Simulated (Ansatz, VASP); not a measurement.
**Y: VASP beside Ansatz**

The input INCAR:

```
SYSTEM = Y
ALGO = Fast
EDIFF = 1E-6
EDIFFG = -0.005
ENCUT = 600
GGA = PE
IBRION = 2
ISIF = 3
ISMEAR = 0
IVDW = 12
LASPH = .TRUE.
LCHARG = .FALSE.
LREAL = .FALSE.
LWAVE = .FALSE.
NELM = 100
NSW = 70
PREC = Accurate
SIGMA = 0.1
```

File KPOINTS:

```
k-points
0
G
  15 15 8
  0 0 0
```

POSCAR

```
Y
1.0
    3.6549408269      0.0000000000      0.0000000000
   -1.8274704135      3.1652716054      0.0000000000
    0.0000000000      0.0000000000      5.6754605045
Y
2
Direct
    0.3333333333      0.6666666667      0.2500000000
    0.6666666667      0.3333333333      0.7500000000
```

Input for Ansatz:

```yaml
crystal:
  lattice:
    - [3.6549408269, 0.0, 0.0]
    - [-1.8274704135, 3.1652716054, 0.0]
    - [0.0, 0.0, 5.6754605045]
  atoms:
    - { symbol: "Y", position: [0.3333333333, 0.6666666667, 0.25] }
    - { symbol: "Y", position: [0.6666666667, 0.3333333333, 0.75] }
basis:
  ecutwfc: 420
kpoints:
  mp_grid: { grid: [15, 15, 8] }
hamiltonian:
  xc: pbe
  dispersion: d3bj
scf:
  occupations: { method: gaussian, width: 0.1 }
output:
  forces: true
  stress: true
  eigenvalues: true
relax:
  adjacent_minimum: "off"
  f_tol: 0.005
  max_steps: 50
  cell: { stress_tol: 0.05 }
```

Alike in both runs: task relaxation of cell and atoms; functional PBE; dispersion D3(BJ); k mesh 15 × 15 × 8; occupations gaussian, width 0.1 eV; no spin polarisation.

|  | VASP | Ansatz |
| --- | --- | --- |
| version | VASP 6.6.1 | Ansatz 0.2.0 |
| potentials or method | VASP PAW PBE potentials, release 64 (Y_sv), cutoff 600 eV | scalar-relativistic, plane waves, PAW |
| valence electrons in the cell | 22 | 22 |

Ansatz gave:

```
gap on the k mesh at the Fermi level, each at its own relaxed structure (eV) : none
relaxed volume (Å³/atom)                                                     : 31.46
relaxed length of the cell vector where the two differ most in proportion (Å)              : 3.605
```

Q: What did VASP give for the same quantities?

A: gap on the k mesh at the Fermi level, each at its own relaxed structure (eV): none; relaxed volume (Å³/atom): 31.40; relaxed length of the cell vector where the two differ most in proportion (Å): 3.602.

A gap of «none» marks a metal or a gap that the smearing closes.
